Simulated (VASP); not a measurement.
CdF2:

```
Cd F
1.0
     0.00000    2.54546    2.54546
     2.54546    0.00000    2.54546
     2.54546    2.54546    0.00000
Cd F
1 2
Direct
  0.00000 0.00000 0.00000
  0.25000 0.25000 0.25000
  0.75000 0.75000 0.75000
```

This cell differs from its parent crystal: strain -5.5%.

Base run:

* Program: VASP 6.6.1
* Functional: r2SCAN
* Potentials or basis: VASP PAW PBE potentials, release 64 (Cd, F)
* Cutoff: 520 eV
* k mesh: 8 × 8 × 8
* Occupations: gaussian, width 0.01 eV
* Spin: no spin polarisation

Its results: band gap on the k mesh 4.37 eV, indirect (least direct gap 4.59 eV); pressure 31.5 GPa.

Question: The run is repeated on the same cell with these changes: functional from r2SCAN to PBE; occupations from gaussian, width 0.01 eV to fermi-dirac, width 0.02 eV. What comes out?

Answer: Band gap on the k mesh 3.68 eV, indirect (least direct gap 3.91 eV); pressure 37.4 GPa.

Caveats: the PAW data sets were made with another functional, which shifts forces and pressure a little (some runs).

A k mesh can miss the band edges.
